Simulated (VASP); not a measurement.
Runs of VASP 6.6.1 on SrC2. The structure is that of space group R-3m (No. 166), or close to it. The cells are those of the table. 

```csv
cell,gap on the mesh (eV),pressure (GPa),largest force (eV/Å)
"a = 3.680 Å, angles 82.1°, 3 atoms",1.37,-8.2,3.51
"a = 3.599 Å, angles 88.8°, 3 atoms",1.42,14.2,8.77
"a = 3.562 Å, angles 85.4°, 3 atoms",1.32,7.2,3.32
"a = 3.741 Å, angles 80.5°, 3 atoms",1.32,-12.6,5.59
"a = 3.654 Å, angles 87.1°, 3 atoms",(b),(d),3.50
"a = 3.414 Å, angles 85.4°, 3 atoms",0.85,27.9,8.31
"a = 3.655 Å, angles 78.6°, 3 atoms",(c),-8.3,(a)
"a = 3.593 Å, angles 80.3°, 3 atoms",1.07,-3.3,3.70
"a = 3.694 Å, angles 90.3°, 3 atoms",1.65,10.4,8.93
"a = 3.472 Å, angles 83.7°, 3 atoms",1.03,14.0,3.08
"a = 3.506 Å, angles 87.2°, 3 atoms",1.16,19.8,8.56
"a = 3.620 Å, angles 83.7°, 3 atoms",1.37,-1.8,0.61
```

Alike in all rows: task single point; level LDA; potentials or basis VASP PAW LDA potentials, release 64 (Sr_sv, C); no spin polarisation; k mesh 9 × 9 × 9; cutoff (eV) 520; smearing gaussian 0.05 eV.

Fill in the values left out.

(a) 5.77; (b) 1.56; (c) 1.02; (d) 2.8.

Caveats: forces of over 1 eV/Å act on the atoms, so gaps and moduli don't describe the material at rest (some runs).

A k mesh can miss the band edges, and the runs leave out spin-orbit coupling on Sr.
